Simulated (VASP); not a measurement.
Set up this calculation in VASP 6.6.1, as the native input.

| Item | Value |
| --- | --- |
| Task | single point |
| Functional | PBEsol |
| Potentials or basis | VASP PAW PBE potentials, release 64 (Ca_sv, O) |
| Cutoff | 520 eV |
| k mesh | 8 × 8 × 8 |
| Occupations | gaussian, width 0.05 eV |
| Spin | no spin polarisation |
| Dipole correction | no |
| Further INCAR settings | ALGO = Normal; EDIFF = 1e-06; NBANDS = 15 |

The structure of CaO (Lime) lies in POSCAR:

```
CaO
1.0
    0.0000000000      2.4225433333      2.4065000000
    2.4225433333      0.0000000000      2.4065000000
    2.4225433333      2.4225433333      0.0000000000
Ca O
1 1
Direct
    0.0000000000      0.0000000000      0.0000000000
    0.5000000000      0.5000000000      0.5000000000
```

The input as run:

INCAR

```
SYSTEM = CaO
ALGO = Normal
EDIFF = 1E-6
ENCUT = 520
GGA = PS
ISIF = 2
ISMEAR = 0
LASPH = .True.
LCHARG = .True.
LELF = .True.
LREAL = .False.
LVHAR = .True.
LWAVE = .False.
NBANDS = 15
NELM = 100
PREC = Accurate
SIGMA = 0.05
```

KPOINTS

```
k-points
0
Gamma
  8 8 8
  0 0 0
```

Potentials or basis: VASP PAW PBE potentials, release 64 (Ca_sv, O).

Command:

```console
$ cat potpaw_PBE.64/Ca_sv/POTCAR potpaw_PBE.64/O/POTCAR > POTCAR
$ mpirun -np 1 vasp_std > vasp.out
```

It gave:

| Item | Value |
| --- | --- |
| Pressure | -3.9 GPa |
| Band gap on the k mesh | 3.52 eV, indirect (least direct gap 3.92 eV) |

Caveat: the PAW data sets were made with another functional, which shifts forces and pressure a little.

Wall time 27 s on 1 thread of AMD EPYC 7R13 Processor (Zen 3) (shared host), peak memory 0.14 GiB.
